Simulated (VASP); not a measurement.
A run of VASP 6.6.1 is set up as follows.

File INCAR:

```
SYSTEM = ZnS
PREC = Accurate ; ENCUT = 500
EDIFF = 1E-6 ; ISMEAR = 0
SIGMA = 0.01 ; LREAL = .FALSE.
LASPH = .TRUE. ; NELM = 120
ALGO = Normal ; ISIF = 2
LWAVE = .FALSE. ; LCHARG = .FALSE.
GGA = PS ; NBANDS = 16
GGA_COMPAT = .FALSE.
```

File KPOINTS:

```
regular mesh
0
G
  8 8 8
  0 0 0
```

The input POSCAR:

```
ZnS
1.0
    2.6509919054      2.6509919054      0.0000000000
   -2.6509919054      2.6509919054      0.0000000000
    0.0000000000      2.6509919054      2.6938362191
Zn S
1 1
Direct
    0.7500000000      0.2500000000      0.5000000000
    0.0000000000      0.0000000000      0.0000000000
```

Potentials or basis: VASP PAW PBE potentials, release 64 (Zn, S).

The run is started by

```sh
$ cat potpaw_PBE.64/Zn/POTCAR potpaw_PBE.64/S/POTCAR > POTCAR
$ mpirun -np 1 vasp_std > vasp.out
```

Task: Predict the pressure.

Result: 1.4 GPa.

Task: Estimate the band gap on the k mesh.

Result: 2.14 eV, direct.

Stress tensor (GPa, compression positive):
```
1.61 0.00 0.00
0.00 1.61 0.00
0.00 0.00 0.93
```

Caveat: the cell differs from its parent crystal (in-plane strain -0.01); the PAW data sets were made with another functional, which shifts forces and pressure a little.
